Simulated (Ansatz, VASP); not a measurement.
**One calculation of AlRu, two programs**

Contents of INCAR:

```
PREC = Accurate ; ENCUT = 520
EDIFF = 1E-6 ; ISMEAR = 0
SIGMA = 0.15 ; LREAL = F
LASPH = T ; NELM = 80
ALGO = Fast ; ISIF = 2
LWAVE = F ; LCHARG = F
GGA = PS ; NBANDS = 16
```

File KPOINTS:

```
regular mesh
0
Gamma
  16 16 16
```

Contents of POSCAR:

```
AlRu
1.0
    2.9616840000      0.0000000000      0.0000000000
    0.0000000000      2.9916000000      0.0000000000
    0.0000000000      0.0000000000      2.9916000000
Al Ru
1 1
Direct
    0.0000000000      0.0000000000      0.0000000000
    0.5000000000      0.5000000000      0.5000000000
```

Input for Ansatz:

```yaml
crystal:
  lattice:
    - [2.961684, 0.0, 0.0]
    - [0.0, 2.9916, 0.0]
    - [0.0, 0.0, 2.9916]
  atoms:
    - { symbol: Al, position: [0.0, 0.0, 0.0] }
    - { symbol: Ru, position: [0.5, 0.5, 0.5] }
basis:
  ecutwfc: 420
kpoints:
  mp_grid: { grid: [16, 16, 16] }
hamiltonian:
  xc: pbesol
scf:
  occupations: { method: gaussian, width: 0.15 }
output:
  forces: true
  stress: true
  eigenvalues: true
```

Change from the starting cell: strain -0.0100 x Voigt [1, 0, 0, 0, 0, 0], atoms carried along.

Alike in both runs: task single point; functional PBEsol; k mesh 16 × 16 × 16; occupations gaussian, width 0.15 eV; no spin polarisation.

|  | VASP | Ansatz |
| --- | --- | --- |
| version | VASP 6.6.1 | Ansatz 0.2.0 |
| potentials or method | VASP PAW PBE potentials, release 64 (Al, Ru_pv), cutoff 520 eV | scalar-relativistic, plane waves, PAW |
| valence electrons in the cell | 17 | 19 |

|  | VASP | Ansatz | Ansatz less VASP |
| --- | --- | --- | --- |
| gap on the k mesh at the Fermi level (eV) | none | none | - |
| pressure (GPa) | -1.1 | -1.1 | -0.02 |
| traceless stress, the component that is largest in VASP (GPa) | 1.18 | 1.18 | -0.006 |

VASP's potentials were made for PBE, not for PBEsol. A gap of «none» marks a metal or a gap that the smearing closes. VASP's potentials hold 17 valence electrons a cell and Ansatz's 19, so a difference there can come from the potentials and not from the codes.
